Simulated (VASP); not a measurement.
Sn: single point with PBEsol

Sn:

```
Sn
1.0
    -2.84599    2.84720    1.52911
     2.84720   -2.84599    1.52911
     2.84549    2.84549   -1.52688
Sn
2
Direct
  0.00001 0.99999 0.00000
  0.74999 0.25001 0.50000
```

```yaml
Program: VASP 6.6.1
Task: single point
Functional: PBEsol
Potentials_or_basis: VASP PAW PBE potentials, release 64 (Sn_d)
Cutoff: 520 eV
k_mesh: 19 × 19 × 13
Occupations: fermi-dirac, width 0.1 eV
Spin: no spin polarisation
Dipole_correction: no
Further_INCAR_settings: ALGO = Normal; EDIFF = 1e-06; NBANDS = 21
```

```json
{
  "Pressure": "5.5 GPa",
  "Band gap on the k mesh": "zero (bands 14 and 15 overlap by 4.69 eV)"
}
```

Stress tensor (GPa, compression positive):
```
 5.36  0.05 -0.02
 0.05  5.36 -0.02
-0.02 -0.02  5.93
```

Levels at points of the mesh, in eV from the Fermi level:
```
           k point  band 11  band 12  band 13  band 14  band 15  band 16  band 17  band 18
(0.00, 0.00, 0.00)   -11.87    -3.53    -2.30    -2.29     2.76     6.54     6.54     7.71
```

It took 20 min on 1 thread of Oxide Virtual Turin-like Processor (shared host), peak memory 0.96 GiB.

Caveat: the cell stands under pressure; the PAW data sets were made with another functional, which shifts forces and pressure a little; spin-orbit coupling is left out, which moves the levels of the heavy elements.
